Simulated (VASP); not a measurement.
# AlN (Pm) in VASP: further runs, part 2 of 3

VASP 6.6.1. Earlier steps stand in the parts before.

### 3 Single point, PBE (atom 1 (Al) moved by -0.252 Å along [1 0 0] and +0.378 Å along [1 2 0])

Input file INCAR:

```
SYSTEM = AlN
PREC = Accurate
ENCUT = 520
EDIFF = 1E-6
ISMEAR = 0
SIGMA = 0.05
LREAL = .False.
LASPH = .True.
NELM = 80
ALGO = Normal
ISIF = 2
LWAVE = .False.
LCHARG = .False.
GGA = PE
NBANDS = 26
```

Input file KPOINTS:

```
regular mesh
0
Gamma
  8 6 4
  0 0 0
```

Input file POSCAR:

```
AlN
1.0
   -1.6567491617      2.8695737234      0.0000000000
    0.0000000000      0.0000000000      4.1874629526
    4.9702474850      2.8695737234      0.0000000000
Al N
4 4
Direct
    0.6368214372      0.7500000000      0.1615721118
    0.0000000000      0.7500000000      0.6666666667
    0.0000000000      0.2500000000      0.3333333333
    0.5000000000      0.2500000000      0.8333333333
    0.5000000000      0.2500000000      0.1666666667
    0.0000000000      0.2500000000      0.6666666667
    0.0000000000      0.7500000000      0.3333333333
    0.5000000000      0.7500000000      0.8333333333
```

Potentials or basis: VASP PAW PBE potentials, release 64 (Al, N).

Launch:

```
$ cat potpaw_PBE.64/Al/POTCAR potpaw_PBE.64/N/POTCAR > POTCAR
$ mpirun -np 1 vasp_std > vasp.out
```

OUTCAR:

```text
SYSTEM = AlN
   PREC = Accurate
   ENCUT = 520
   EDIFF = 1E-6
   ISMEAR = 0
   LREAL = .False.
   LASPH = .True.
   NELM = 80
   ISIF = 2
   GGA = PE

 ion  position               nearest neighbor table
   1  0.637  0.750  0.162-   7 1.56   8 1.94   5 2.14   5 2.14   7 2.33   3 2.61   3 2.61   4 2.85
                             4 2.85   2 3.08   3 3.13   3 3.13   2 3.14
   2  0.000  0.750  0.667-   8 1.91   8 1.91   7 1.91   6 2.09   6 2.09   4 2.84   4 2.84   4 2.84
                             4 2.84   3 2.84   3 2.84   1 3.08   1 3.14
   3  0.000  0.250  0.333-   5 1.91   5 1.91   6 1.91   7 2.09   7 2.09   1 2.61   1 2.61   2 2.84
                             2 2.84   1 3.13   1 3.13   4 3.31   4 3.31   4 3.31   4 3.31
   4  0.500  0.250  0.833-   6 1.91   6 1.91   5 1.91   8 2.09   8 2.09   2 2.84   2 2.84   2 2.84
                             2 2.84   1 2.85   1 2.85   3 3.31   3 3.31   3 3.31   3 3.31
   5  0.500  0.250  0.167-   3 1.91   3 1.91   4 1.91   1 2.14   1 2.14
   6  0.000  0.250  0.667-   4 1.91   4 1.91   3 1.91   2 2.09   2 2.09
   7  0.000  0.750  0.333-   1 1.56   2 1.91   3 2.09   3 2.09   1 2.33
   8  0.500  0.750  0.833-   2 1.91   2 1.91   1 1.94   4 2.09   4 2.09

  LATTYP: Found a simple orthorhombic cell.
 ALAT       =     3.3134983233
 B/A-ratio  =     1.2637588868
 C/A-ratio  =     1.7320508076

  Lattice vectors:

 A1 = (  -1.6567491617,   2.8695737234,   0.0000000000)
 A2 = (   0.0000000000,   0.0000000000,   4.1874629526)
 A3 = (   4.9702474850,   2.8695737234,   0.0000000000)

Analysis of symmetry for initial positions (statically):
=====================================================================
 Subroutine PRICEL returns:
 Original cell was already a primitive cell.

 Routine SETGRP: Setting up the symmetry group for a
 simple orthorhombic supercell.

 Subroutine GETGRP returns: Found  2 space group operations
 (whereof  1 operations were pure point group operations)
 out of a pool of  8 trial point group operations.

The static configuration has the point symmetry C_1 .
 The point group associated with its full space group is C_1h.

Analysis of symmetry for dynamics (positions and initial velocities):
[... 146 lines left out ...]
  Fermi-wavevector in a.u.,A,eV,Ry     =   1.208082  2.282944 19.857191  1.459462
  Thomas-Fermi vector in A             =   2.343701
   LORBIT       =      0    0 simple, 1 ext, 2 COOP (PROOUT), +10 PAW based schemes
   GGA     = PE    functional components
   LHFCALC =     F    Hartree Fock is set to
   AEXX    =    0.0000 exact exchange contribution
   IVDW    =     0    specifies the selected vdW correction
   LEPSILON=     F    determine dielectric tensor
   LRPA    =     F    only Hartree local field effects (RPA)
 non-spin polarized calculation
 Gauss-broadening in eV      SIGMA  =   0.05
  energy-cutoff  :      520.00
  volume of cell :       79.63
 maximum number of plane-waves:      2174
 NGX is ok and might be reduce to    28
   NGX = 13   NGY = 15   NGZ = 21

 number of electron      31.9999993 magnetization

 Free energy of the ion-electron system (eV)
  ---------------------------------------------------
  ext. energy  EPLUGINS =         0.00000000
  ---------------------------------------------------
  free energy    TOTEN  =       -56.68900389 eV

  energy without entropy =      -56.68900389  energy(sigma->0) =      -56.68900389

 E-fermi :   8.0937     XC(G=0): -11.1488

 val. band max:        7.8821694493   @ k =   0.0000   0.0000   0.0000
 cond. band min:      10.8974666300   @ k =   0.0000   0.0000   0.0000
 fundamental gap:      3.0152971807
 Fermi energy:         8.0937461552

 k-point     1 :       0.0000    0.0000    0.0000
  band No.  band energies     occupation
      1      -8.8793      2.00000
      2      -7.0535      2.00000
      3      -5.8828      2.00000
      4      -5.2991      2.00000
      5       1.0556      2.00000
      6       1.3692      2.00000
[... 685 lines left out ...]
     25      17.6494      0.00000
     26      17.9361      0.00000

 [... further k-points ...]
[... 5 lines left out ...]
  --------------------------------------------------------------------------------------
  -------------------------------------------------------------------------------------
  Total       -0.7650441     13.0510250      0.2379926      3.0423417      0.0000000      0.0000000
  in kB      -15.3925974    262.5851058      4.7883825     61.2115604      0.0000000      0.0000000
  external PRESSURE =      83.9936303 kB  Pullay stress =       0.0000000 kB

 VOLUME and BASIS-vectors are now :
 -----------------------------------------------------------------------------
  energy-cutoff  :      520.00
  volume of cell :       79.63
      direct lattice vectors                 reciprocal lattice vectors
    -1.656749162  2.869573723  0.000000000    -0.150897919  0.261362862  0.000000000
     0.000000000  0.000000000  4.187462953     0.000000000  0.000000000  0.238808083
     4.970247485  2.869573723  0.000000000     0.150897919  0.087120954  0.000000000

 POSITION                                       TOTAL-FORCE (eV/Angst)
 -----------------------------------------------------------------------------------
     -0.25200      2.29105      3.14060         0.139955    -11.605832      0.000000
      3.31350      1.91305      3.14060        -0.428550     -0.035390      0.000000
      1.65675      0.95652      1.04687        -0.186906      0.907230      0.000000
      3.31350      3.82610      1.04687         0.189575     -0.182879      0.000000
      0.00000      1.91305      1.04687        -0.612243      0.788889      0.000000
      3.31350      1.91305      1.04687        -0.036226      0.033431      0.000000
      1.65675      0.95652      3.14060         1.082957      9.449080      0.000000
      3.31350      3.82610      3.14060        -0.148562      0.645471      0.000000
 -----------------------------------------------------------------------------------
    total drift:                                0.000054     -0.000631      0.000000

  FREE ENERGIE OF THE ION-ELECTRON SYSTEM (eV)
  ---------------------------------------------------
  free  energy   TOTEN  =       -56.6890038914 eV

  energy  without entropy=      -56.6890038914  energy(sigma->0) =      -56.68900389
```

OSZICAR:

```text
N       E                     dE             d eps       ncg     rms          rms(c)
DAV:   1     0.112051101344E+03    0.11205E+03   -0.14891E+04  3744   0.111E+03
DAV:   2    -0.568478517297E+02   -0.16890E+03   -0.15758E+03  5124   0.230E+02
DAV:   3    -0.663127708068E+02   -0.94649E+01   -0.94073E+01  5016   0.554E+01
DAV:   4    -0.664000740130E+02   -0.87303E-01   -0.87250E-01  4472   0.604E+00
DAV:   5    -0.664014139621E+02   -0.13399E-02   -0.13396E-02  4936   0.746E-01    0.173E+01
DAV:   6    -0.567541232088E+02    0.96473E+01   -0.29275E+01  4780   0.292E+01    0.594E+00
DAV:   7    -0.567415572660E+02    0.12566E-01   -0.18401E+00  4534   0.719E+00    0.413E+00
DAV:   8    -0.566983572821E+02    0.43200E-01   -0.19001E-01  4656   0.298E+00    0.722E-01
DAV:   9    -0.566878722097E+02    0.10485E-01   -0.40396E-02  4882   0.136E+00    0.388E-01
DAV:  10    -0.566885735972E+02   -0.70139E-03   -0.96949E-03  4422   0.545E-01    0.225E-01
DAV:  11    -0.566889582156E+02   -0.38462E-03   -0.88114E-04  4708   0.264E-01    0.655E-02
DAV:  12    -0.566889997485E+02   -0.41533E-04   -0.30773E-04  4634   0.137E-01    0.204E-02
DAV:  13    -0.566890020072E+02   -0.22586E-05   -0.81646E-05  4854   0.572E-02    0.169E-02
DAV:  14    -0.566890047689E+02   -0.27618E-05   -0.13754E-05  4180   0.257E-02    0.106E-02
DAV:  15    -0.566890038914E+02    0.87749E-06   -0.30140E-06  3540   0.105E-02
   1 F= -.56689004E+02 E0= -.56689004E+02  d E =-.245849E-11
```

stdout:

```text
POSCAR found type information on POSCAR AlN
 POSCAR found :  2 types and       8 ions
 scaLAPACK will be used
 LDA part: xc-table for (Slater+PW92), standard interpolation
 POSCAR, INCAR and KPOINTS ok, starting setup
 FFT: planning ... GRIDC
 FFT: planning ... GRID_SOFT
 FFT: planning ... GRID
 WAVECAR not read
 entering main loop
```

Wall time 78 s (1 thread of AMD EPYC 9R45 (Zen 5), shared host); peak memory 0.23 GiB.

What came out:

```yaml
Free_energy: -56.6890 eV
Pressure: 8.4 GPa
Largest_force: 11.607 eV/Å
Band_gap_on_the_k_mesh: 3.02 eV
```

Forces on the atoms (eV/Å):
```
Al    0.140 -11.606   0.000
Al   -0.429  -0.035   0.000
Al   -0.187   0.907   0.000
Al    0.190  -0.183   0.000
N    -0.612   0.789   0.000
N    -0.036   0.033   0.000
N     1.083   9.449   0.000
N    -0.149   0.645   0.000
```

Stress tensor (GPa, compression positive):
```
-1.54  6.12  0.00
 6.12 26.26  0.00
 0.00  0.00  0.48
```

Caveat: the cell differs from its parent crystal (atom 1 (Al) moved by -0.252 Å along [1 0 0] and +0.378 Å along [1 2 0]); the cell stands under pressure; forces of over 1 eV/Å act on the atoms, so gaps and moduli don't describe the material at rest.

### 4 Single point, PBE (atom 1 (Al) moved by -0.504 Å along [1 0 0] and +0.126 Å along [1 2 0])

Input file INCAR:

```
PREC     = Accurate       # precision mode
ENCUT    = 520            # plane-wave cutoff, eV
EDIFF    = 1E-6           # SCF threshold, eV
ISMEAR   = 0              # smearing method
SIGMA    = 0.05           # smearing width, eV
LREAL    = F              # projectors in reciprocal space
LASPH    = T              # aspherical terms in the spheres
NELM     = 100            # most SCF steps
ALGO     = Normal         # electronic algorithm
ISIF     = 2              # what is computed and relaxed
LWAVE    = F              # write WAVECAR
LCHARG   = T              # write CHGCAR
GGA      = PE             # functional
LELF     = T              # ELF
LVHAR    = T            
NBANDS   = 26             # bands
```

Input file KPOINTS:

```
regular mesh
0
Gamma
  8 6 4
```

POSCAR: that of step 3 with these lines changed.

```diff
@@ -8,3 +8,3 @@
 Direct
-    0.6368214372      0.7500000000      0.1615721118
+    0.6089842715      0.7500000000      0.1015913560
     0.0000000000      0.7500000000      0.6666666667
```

Launch:

```
$ cat potpaw_PBE.64/Al/POTCAR potpaw_PBE.64/N/POTCAR > POTCAR
$ mpirun -np 1 vasp_std > vasp.out
```

Wall time 79 s (1 thread of AMD EPYC 9R45 (Zen 5), shared host); peak memory 0.23 GiB.

The run converged. Its results:

- Free energy: -56.3105 eV
- Pressure: 8.4 GPa
- Largest force: 11.780 eV/Å
- Band gap on the k mesh: 2.32 eV

Forces in eV/Å, atoms in the order of the input:
```
Al  10.504  5.332  0.000
Al  -2.118 -0.968  0.000
Al  -0.480  0.208  0.000
Al  -0.003 -0.465  0.000
N   -1.885 -0.109  0.000
N    0.679  0.453  0.000
N   -0.565  0.469  0.000
N   -6.133 -4.919  0.000
```

Stress tensor (GPa, compression positive):
```
11.90 13.44  0.00
13.44 12.69  0.00
 0.00  0.00  0.71
```

Levels at points of the mesh, in eV from the valence-band top:
| k point | band 13 | band 14 | band 15 | band 16 | band 17 | band 18 | band 19 | band 20 |
| --- | --- | --- | --- | --- | --- | --- | --- | --- |
| (0.00, 0.00, 0.00) | -2.37 | -1.81 | -0.26 | 0.00 | 2.32 | 3.62 | 4.40 | 6.69 |
| (0.50, 0.00, 0.00) | -2.68 | -2.29 | -2.21 | -1.98 | 4.76 | 4.85 | 5.84 | 6.11 |
| (0.00, 0.50, 0.00) | -2.47 | -1.70 | -1.65 | -0.82 | 3.62 | 4.66 | 5.43 | 5.99 |
| (0.50, 0.50, 0.00) | -1.78 | -1.48 | -0.62 | -0.50 | 5.17 | 5.19 | 6.21 | 6.55 |
| (0.00, 0.00, 0.50) | -2.23 | -1.83 | -0.68 | -0.21 | 3.37 | 4.89 | 5.75 | 5.77 |
| (0.50, 0.00, 0.50) | -2.87 | -2.43 | -1.72 | -1.29 | 3.15 | 4.06 | 6.01 | 6.57 |
| (0.00, 0.50, 0.50) | -2.34 | -1.71 | -1.48 | -0.89 | 3.43 | 4.82 | 5.14 | 6.40 |
| (0.50, 0.50, 0.50) | -2.52 | -2.23 | -1.32 | -0.96 | 4.17 | 4.36 | 5.24 | 5.51 |

Caveat: the cell differs from its parent crystal (atom 1 (Al) moved by -0.504 Å along [1 0 0] and +0.126 Å along [1 2 0]); the cell stands under pressure; forces of over 1 eV/Å act on the atoms, so gaps and moduli don't describe the material at rest.

### 5 Single point, PBE (atom 1 (Al) moved by +0.378 Å along [1 0 0] and +0.000 Å along [1 2 0])

Input file INCAR:

```
PREC = Accurate ; ENCUT = 520
EDIFF = 1E-6 ; ISMEAR = 0
SIGMA = 0.05 ; LREAL = F
LASPH = T ; NELM = 100
ALGO = Normal ; ISIF = 2
LWAVE = F ; LCHARG = F
GGA = PE ; NBANDS = 26
```

KPOINTS is that of step 4.

POSCAR: that of step 4 with these lines changed.

```diff
@@ -8,3 +8,3 @@
 Direct
-    0.6089842715      0.7500000000      0.1015913560
+    0.4429605868      0.7500000000      0.2237060799
     0.0000000000      0.7500000000      0.6666666667
```

Launch:

```
$ cat potpaw_PBE.64/Al/POTCAR potpaw_PBE.64/N/POTCAR > POTCAR
$ mpirun -np 1 vasp_std > vasp.out
```

It took 80 s on 1 thread of AMD EPYC 9R45 (Zen 5), shared host; peak memory 0.23 GiB.

Results (log left out):

- Free energy: -57.0338 eV
- Pressure: 6.3 GPa
- Largest force: 10.091 eV/Å
- Band gap on the k mesh: 2.81 eV

Forces in eV/Å, atoms in the order of the input:
```
Al  -9.358  3.776  0.000
Al   1.414  0.688  0.000
Al   0.302 -0.486  0.000
Al   0.245  0.203  0.000
N    1.359  0.363  0.000
N   -0.545 -0.338  0.000
N    6.208 -4.162  0.000
N    0.376 -0.044  0.000
```

Stress tensor (GPa, compression positive):
```
 11.80 -12.53   0.00
-12.53   6.74   0.00
  0.00   0.00   0.29
```

Levels at points of the mesh, in eV from the valence-band top:
```csv
k point,band 12,band 13,band 14,band 15,band 16,band 17,band 18,band 19,band 20,band 21
"(0.00, 0.00, 0.00)",-2.74,-2.22,-1.40,-1.04,0.00,2.81,3.88,4.43,6.95,6.96
"(0.50, 0.00, 0.00)",-3.74,-2.97,-2.40,-2.21,-1.76,5.01,5.29,6.21,6.38,7.05
"(0.00, 0.50, 0.00)",-2.47,-2.41,-2.06,-1.71,-1.43,4.56,5.04,5.58,5.95,8.17
"(0.50, 0.50, 0.00)",-4.08,-1.61,-1.00,-0.88,-0.64,5.37,5.38,6.44,6.61,8.47
"(0.00, 0.00, 0.50)",-2.71,-2.11,-1.44,-0.97,-0.72,4.25,5.02,5.92,6.08,7.24
"(0.50, 0.00, 0.50)",-4.00,-3.12,-2.68,-1.58,-1.07,3.27,4.21,6.30,6.67,7.15
"(0.00, 0.50, 0.50)",-2.35,-2.19,-2.13,-1.54,-1.37,4.51,5.17,5.52,6.15,8.44
"(0.50, 0.50, 0.50)",-2.92,-2.33,-1.67,-1.38,-1.30,4.18,4.54,5.25,5.55,8.86
```

Caveat: the cell differs from its parent crystal (atom 1 (Al) moved by +0.378 Å along [1 0 0] and +0.000 Å along [1 2 0]); the cell stands under pressure; forces of over 1 eV/Å act on the atoms, so gaps and moduli don't describe the material at rest. A k mesh can miss the band edges.

(Continued in part 3 of 3.)
